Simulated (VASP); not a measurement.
# GaSb (e600) (F-43m) in VASP: notebook

The runs below take GaSb (e600) through single point, relaxation of cell and atoms, with PBEsol.

All numbers are computed with VASP 6.6.1; they aren't measurements. Logs are shortened: lines on timing, memory, paths and dates and some standing lists are left out, and cuts for length are marked.

## (1) The cell of the first run

It takes space group F-43m (No. 216, cubic). The conventional cell has a = 6.112 Å, b = 6.112 Å, c = 6.112 Å, α = 90.00°, β = 90.00°, γ = 90.00°. Ga (site symmetry -43m) has 4 Sb at 2.65 Å within 3.5 Å. Within 3.5 Å of Sb (site symmetry -43m) lie 4 Ga at 2.65 Å.

## (2) Single point, PBEsol

Contents of INCAR:

```
SYSTEM = GaSb
PREC     = Accurate       ! precision mode
ENCUT    = 520            ! plane-wave cutoff, eV
EDIFF    = 1E-6           ! SCF threshold, eV
ISMEAR   = 0              ! smearing method
SIGMA    = 0.1            ! smearing width, eV
LREAL    = .False.        ! projectors in reciprocal space
LASPH    = .True.         ! aspherical terms in the spheres
NELM     = 100            ! most SCF steps
ALGO     = Normal         ! electronic algorithm
ISIF     = 2              ! what is computed and relaxed
LWAVE    = .False.        ! write WAVECAR
LCHARG   = .True.         ! write CHGCAR
GGA      = PS             ! functional
LELF     = .True.         ! ELF
LVHAR    = .True.       
NBANDS   = 16             ! bands
```

Contents of KPOINTS:

```
Automatic mesh
0
Gamma
  10 10 10
  0 0 0
```

Contents of POSCAR:

```
GaSb
1.0
    0.0000000000      3.0559078450      3.0559078450
    3.0559078450      0.0000000000      3.0559078450
    3.0559078450      3.0559078450      0.0000000000
Ga Sb
1 1
Direct
    0.0000000000      0.0000000000      0.0000000000
    0.2500000000      0.2500000000      0.2500000000
```

Potentials or basis: VASP PAW PBE potentials, release 64 (Ga_d, Sb).

Launch:

```console
cat potpaw_PBE.64/Ga_d/POTCAR potpaw_PBE.64/Sb/POTCAR > POTCAR
mpirun -np 1 vasp_std > vasp.out
```

OUTCAR:

```text
SYSTEM = GaSb
   PREC = Accurate
   ENCUT = 520
   EDIFF = 1E-6
   ISMEAR = 0
   LREAL = .False.
   LASPH = .True.
   NELM = 100
   ISIF = 2
   GGA = PS

 ion  position               nearest neighbor table
   1  0.000  0.000  0.000-   2 2.65   2 2.65   2 2.65   2 2.65
   2  0.250  0.250  0.250-   1 2.65   1 2.65   1 2.65   1 2.65

  LATTYP: Found a face centered cubic cell.
 ALAT       =     6.1118156900

  Lattice vectors:

 A1 = (   0.0000000000,   3.0559078450,   3.0559078450)
 A2 = (   3.0559078450,   0.0000000000,   3.0559078450)
 A3 = (   3.0559078450,   3.0559078450,   0.0000000000)

Analysis of symmetry for initial positions (statically):
=====================================================================
 Subroutine PRICEL returns:
 Original cell was already a primitive cell.

 Routine SETGRP: Setting up the symmetry group for a
 face centered cubic supercell.

 Subroutine GETGRP returns: Found 24 space group operations
 (whereof 24 operations were pure point group operations)
 out of a pool of 48 trial point group operations.

The static configuration has the point symmetry T_d .

Analysis of symmetry for dynamics (positions and initial velocities):
=====================================================================
 Subroutine PRICEL returns:
 Original cell was already a primitive cell.

 Routine SETGRP: Setting up the symmetry group for a
 face centered cubic supercell.

 Subroutine GETGRP returns: Found 24 space group operations
 (whereof 24 operations were pure point group operations)
 out of a pool of 48 trial point group operations.

The dynamic configuration has the point symmetry T_d .

 Subroutine INISYM returns: Found 24 space group operations
 (whereof 24 operations are pure point group operations),
 and found     1 'primitive' translations

----------------------------------------------------------------------------------------

                                     Primitive cell

  volume of cell :      57.0756

  direct lattice vectors                    reciprocal lattice vectors
     0.000000000  3.055907845  3.055907845    -0.163617499  0.163617499  0.163617499
     3.055907845  0.000000000  3.055907845     0.163617499 -0.163617499  0.163617499
     3.055907845  3.055907845  0.000000000     0.163617499  0.163617499 -0.163617499

  length of vectors
     4.321706320  4.321706320  4.321706320     0.283393822  0.283393822  0.283393822

  position of ions in fractional coordinates (direct lattice)
     0.000000000  0.000000000  0.000000000
     0.250000000  0.250000000  0.250000000

  ion indices of the primitive-cell ions
   primitive index   ion index
                 1           1
                 2           2

----------------------------------------------------------------------------------------

 KPOINTS: Automatic mesh

Automatic generation of k-mesh.
 Grid dimensions read from file:
 generate k-points for:   10   10   10

 Generating k-lattice:

  Cartesian coordinates                     Fractional coordinates (reciprocal lattice)
    -0.016361750  0.016361750  0.016361750     0.100000000  0.000000000  0.000000000
     0.016361750 -0.016361750  0.016361750     0.000000000  0.100000000  0.000000000
     0.016361750  0.016361750 -0.016361750     0.000000000  0.000000000  0.100000000

  Length of vectors
     0.028339382  0.028339382  0.028339382

  Shift w.r.t. Gamma in fractional coordinates (k-lattice)
     0.000000000  0.000000000  0.000000000

 Subroutine IBZKPT returns following result:
 ===========================================

 Found     47 irreducible k-points:

 Following reciprocal coordinates:
            Coordinates               Weight
  0.000000  0.000000  0.000000      1.000000
  0.100000  0.000000  0.000000      8.000000
  0.200000  0.000000  0.000000      8.000000
  0.300000  0.000000  0.000000      8.000000
  0.400000  0.000000  0.000000      8.000000
  0.500000  0.000000  0.000000      4.000000
[... 16 lines left out ...]
  0.300000  0.300000  0.000000      6.000000
  0.400000  0.300000  0.000000     24.000000
 [... further k-points ...]
   k-points           NKPTS =     47   k-points in BZ     NKDIM =     47   number of bands    NBANDS=     16
   number of dos      NEDOS =    301   number of ions     NIONS =      2
   total plane-waves  NPLWV =  32768
   dimension x,y,z NGX =    32 NGY =   32 NGZ =   32
   dimension x,y,z NGXF=    64 NGYF=   64 NGZF=   64
   ions per type =               1   1
   NGX,Y,Z   is equivalent  to a cutoff of  12.31, 12.31, 12.31 a.u.
   NGXF,Y,Z  is equivalent  to a cutoff of  24.62, 24.62, 24.62 a.u.
 SYSTEM =  GaSb
   PREC   = accura    normal or accurate (medium, high low for compatibility)
   ISTART =      0    job   : 0-new  1-cont  2-samecut
   ICHARG =      2    charge: 1-file 2-atom 10-const
   ISPIN  =      1    spin polarized calculation?
   LNONCOLLINEAR =      F non collinear calculations
   LSORBIT =      F    spin-orbit coupling
   LASPH  =      T    aspherical Exc in radial PAW
   ENCUT  =  520.0 eV  38.22 Ry    6.18 a.u.   8.04  8.04  8.04*2*pi/ulx,y,z
   NELM   =    100;   NELMIN=  2; NELMDL= -5     # of ELM steps
   EDIFF  = 0.1E-05   stopping-criterion for ELM
   LREAL  =      F    real-space projection
   EDIFFG = 0.1E-04   stopping-criterion for IOM
   NSW    =      0    number of steps for IOM
   IBRION =     -1    ionic relax: 0-MD 1-quasi-New 2-CG
   NFREE  =      0    steps in history (QN), initial steepest desc. (CG)
   ISIF   =      2    stress and relaxation
   ISYM   =      2    0-nonsym 1-usesym 2-fastsym
   POTIM  = 0.5000    time-step for ionic-motion
   TEBEG  =    0.0;   TEEND  =   0.0 temperature during run
   PSTRESS=    0.0 pullay stress
   NELECT =      18.0000    total number of electrons
   NUPDOWN=      -1.0000    fix difference up-down
   EMIN   =  10.00;   EMAX   =-10.00  energy-range for DOS
   EFERMI =   0.00;   METHOD = LEGACY
   ISMEAR =     0;   SIGMA  =   0.10  broadening in eV -4-tet -1-fermi 0-gaus
   EFERMI_NEDOS =   21; number of points for ismear=-14 and -15
   IALGO  =     38    algorithm
   IMIX   =      4    mixing-type and parameters
     AMIX     =   0.40;   BMIX     =  1.00
     AMIX_MAG =   1.60;   BMIX_MAG =  1.00
  volume/ion in A,a.u.               =      28.54       192.58
  Fermi-wavevector in a.u.,A,eV,Ry     =   1.114334  2.105786 16.894904  1.241740
  Thomas-Fermi vector in A             =   2.250928
   LORBIT       =      0    0 simple, 1 ext, 2 COOP (PROOUT), +10 PAW based schemes
   GGA     = PS    functional components
   LHFCALC =     F    Hartree Fock is set to
   AEXX    =    0.0000 exact exchange contribution
   IVDW    =     0    specifies the selected vdW correction
   LEPSILON=     F    determine dielectric tensor
   LRPA    =     F    only Hartree local field effects (RPA)
 non-spin polarized calculation
 Gauss-broadening in eV      SIGMA  =   0.10
  energy-cutoff  :      520.00
  volume of cell :       57.08
 maximum number of plane-waves:      1572
   NGX = 17   NGY = 17   NGZ = 17

 number of electron      17.9999985 magnetization

 Free energy of the ion-electron system (eV)
  ---------------------------------------------------
  ext. energy  EPLUGINS =         0.00000000
  ---------------------------------------------------
  free energy    TOTEN  =        -8.15353887 eV

  energy without entropy =       -8.15335328  energy(sigma->0) =       -8.15344607

 E-fermi :   4.8132     XC(G=0):  -9.2800

 val. band max:        4.7737939336   @ k =   0.0000   0.0000   0.0000
 cond. band min:       5.1148088381   @ k =   0.5000   0.0000   0.0000
 fundamental gap:      0.3410149045
 Fermi energy:         4.8132213624

 k-point     1 :       0.0000    0.0000    0.0000
  band No.  band energies     occupation
      1     -10.2414      2.00000
      2     -10.2414      2.00000
      3     -10.2414      2.00000
      4     -10.1906      2.00000
      5     -10.1906      2.00000
      6      -6.7634      2.00000
[... 8 lines left out ...]
     15      13.3678      0.00000
     16      13.3678      0.00000

 k-point     2 :       0.1000    0.0000    0.0000
  band No.  band energies     occupation
      1     -10.2442      2.00000
      2     -10.2402      2.00000
      3     -10.2402      2.00000
      4     -10.1907      2.00000
      5     -10.1907      2.00000
      6      -6.6600      2.00000
[... 8 lines left out ...]
     15      12.6921      0.00000
     16      12.6921      0.00000

 k-point     3 :       0.2000    0.0000    0.0000
  band No.  band energies     occupation
      1     -10.2515      2.00000
      2     -10.2371      2.00000
      3     -10.2371      2.00000
      4     -10.1909      2.00000
      5     -10.1909      2.00000
      6      -6.3588      2.00000
[... 8 lines left out ...]
     15      12.2569      0.00000
     16      12.2569      0.00000

 k-point     4 :       0.3000    0.0000    0.0000
  band No.  band energies     occupation
      1     -10.2604      2.00000
      2     -10.2337      2.00000
      3     -10.2337      2.00000
      4     -10.1909      2.00000
      5     -10.1909      2.00000
      6      -5.8969      2.00000
[... 8 lines left out ...]
     15      12.5642      0.00000
     16      12.5642      0.00000
[... 324 lines left out ...]
 k-point    22 :      -0.2000    0.2000    0.0000
  band No.  band energies     occupation
      1     -10.2638      2.00000
      2     -10.2323      2.00000
      3     -10.2306      2.00000
      4     -10.1925      2.00000
      5     -10.1905      2.00000
      6      -5.7331      2.00000
[... 8 lines left out ...]
     15      13.5038      0.00000
     16      14.0407      0.00000

 k-point    23 :       0.3000    0.3000    0.0000
  band No.  band energies     occupation
      1     -10.2731      2.00000
      2     -10.2251      2.00000
      3     -10.2251      2.00000
      4     -10.1981      2.00000
      5     -10.1878      2.00000
      6      -5.5745      2.00000
[... 8 lines left out ...]
     15      14.5258      0.00000
     16      14.6862      0.00000

 k-point    24 :       0.4000    0.3000    0.0000
  band No.  band energies     occupation
      1     -10.2785      2.00000
      2     -10.2225      2.00000
      3     -10.2219      2.00000
      4     -10.1992      2.00000
      5     -10.1875      2.00000
      6      -5.1443      2.00000
[... 8 lines left out ...]
     15      15.1054      0.00000
     16      15.1440      0.00000

 [... further k-points ...]

------------------------ aborting loop because EDIFF is reached ----------------------------------------

  FORCE on cell =-STRESS in cart. coord.  units (eV):
  Direction    XX          YY          ZZ          XY          YZ          ZX
  --------------------------------------------------------------------------------------
  -------------------------------------------------------------------------------------
  Total        0.0302212      0.0302212      0.0302212      0.0000000      0.0000000      0.0000000
  in kB        0.8483423      0.8483423      0.8483423      0.0000000      0.0000000      0.0000000
  external PRESSURE =       0.8483423 kB  Pullay stress =       0.0000000 kB

 VOLUME and BASIS-vectors are now :
 -----------------------------------------------------------------------------
  energy-cutoff  :      520.00
  volume of cell :       57.08
      direct lattice vectors                 reciprocal lattice vectors
     0.000000000  3.055907845  3.055907845    -0.163617499  0.163617499  0.163617499
     3.055907845  0.000000000  3.055907845     0.163617499 -0.163617499  0.163617499
     3.055907845  3.055907845  0.000000000     0.163617499  0.163617499 -0.163617499

 POSITION                                       TOTAL-FORCE (eV/Angst)
 -----------------------------------------------------------------------------------
      0.00000      0.00000      0.00000         0.000000      0.000000      0.000000
      1.52795      1.52795      1.52795        -0.000000     -0.000000      0.000000
 -----------------------------------------------------------------------------------
    total drift:                                0.000000      0.000000      0.000000

  FREE ENERGIE OF THE ION-ELECTRON SYSTEM (eV)
  ---------------------------------------------------
  free  energy   TOTEN  =        -8.1535388652 eV

  energy  without entropy=       -8.1533532769  energy(sigma->0) =       -8.15344607
```

Wall time 15 s (1 thread of Intel Xeon Platinum 8488C (Sapphire Rapids), shared host); peak memory 0.2 GiB.

Results:

```yaml
Free_energy: -8.1535 eV
Pressure: 0.1 GPa
```

Caveat: the PAW data sets were made with another functional, which shifts forces and pressure a little; spin-orbit coupling is left out, which moves the levels of the heavy elements.

(Part 1 of 2 ends here.)
